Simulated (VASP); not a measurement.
Set up this calculation in VASP 6.6.1, as the native input.

```yaml
Task: single point
Functional: LDA
Potentials_or_basis: VASP PAW LDA potentials, release 64 (Si, W_sv)
Cutoff: 520 eV
k_mesh: 20 × 20 × 20
Occupations: methfessel-paxton, width 0.1 eV
Spin: no spin polarisation
Dipole_correction: no
Further_INCAR_settings: ALGO = Normal; EDIFF = 1e-06; NBANDS = 18
```

The structure of Si2W lies in POSCAR:

```
Si2W
1.0
   -1.5928318034      1.5928318034      3.8856234416
    1.5928318034     -1.5928318034      3.8856234416
    1.5928318034      1.5928318034     -3.8856234416
Si W
2 1
Direct
    0.3347561840      0.3347561840      0.0000000000
    0.6652438160      0.6652438160      0.0000000000
    0.0000000000      0.0000000000      0.0000000000
```

One way to write it, as run:

INCAR

```
SYSTEM = Si2W
  ALGO = Normal
  EDIFF = 1E-6
  ENCUT = 520
  ISIF = 2
  ISMEAR = 1
  LASPH = .True.
  LCHARG = .False.
  LREAL = .False.
  LWAVE = .False.
  NBANDS = 18
  NELM = 100
  PREC = Accurate
  SIGMA = 0.1
```

KPOINTS

```
k-points
0
Gamma
  20 20 20
  0 0 0
```

Potentials or basis: VASP PAW LDA potentials, release 64 (Si, W_sv).

Command:

```sh
$ cat potpaw_LDA.64/Si/POTCAR potpaw_LDA.64/W_sv/POTCAR > POTCAR
$ mpirun -np 1 vasp_std > vasp.out
```

Results of the run:

- Pressure: 0.8 GPa
- Largest force: 0.018 eV/Å
- Band gap on the k mesh: zero (band 11 reaches 12.99 eV, above the bottom of band 12 at 11.69 eV)

Caveat: spin-orbit coupling is left out, which moves the levels of the heavy elements.

It used 1000 s of CPU time on 1 thread of AMD EPYC 7R13 Processor (Zen 3), with other jobs on the host.
